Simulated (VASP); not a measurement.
The system is AlNi.

```
Al Ni
1.0
     2.82595    0.00000    0.00000
     0.00000    2.82595    0.00000
     0.00000    0.00000    3.03666
Al Ni
1 1
Direct
  0.00000 0.00000 0.00000
  0.50000 0.50000 0.50000
```

```yaml
Program: VASP 6.6.1
Task: relaxation of cell and atoms
Functional: PBE
Potentials_or_basis: VASP PAW PBE potentials, release 64 (Al, Ni)
Cutoff: 600 eV
k_mesh: 20 × 20 × 18
Occupations: gaussian, width 0.1 eV
Spin: no spin polarisation
```

At the start: pressure -0.0 GPa; volume 12.13 Å³/atom.

Where does the relaxation end?

Over 9 steps the energy falls by 7.9 meV/atom and the volume is 12.11 Å³/atom (-0.1 %); space group P4/mmm (No. 123, to 0.1 Å) before, Pm-3m (No. 221, to 0.1 Å).

Step by step:
```tsv
step	energy change (eV)	largest force (eV/Å)	pressure (GPa)	volume (Å³)
1	0.0000	0.0000	-0.04	24.25
2	-0.0051	0.0000	-0.03	24.24
3	-0.0149	0.0000	0.20	24.18
4	-0.0157	0.0000	0.50	24.14
5	-0.0157	0.0000	0.24	24.15
6	-0.0157	0.0000	0.22	24.15
7	-0.0158	0.0000	-0.29	24.25
8	-0.0158	0.0000	0.14	24.22
9	-0.0158	0.0000	-0.09	24.23
```

Final structure:
```
Al Ni
1.0
     2.89640    0.00000    0.00000
     0.00000    2.89640    0.00000
     0.00000    0.00000    2.88810
Al Ni
1 1
Direct
  0.00000 0.00000 0.00000
  0.50000 0.50000 0.50000
```
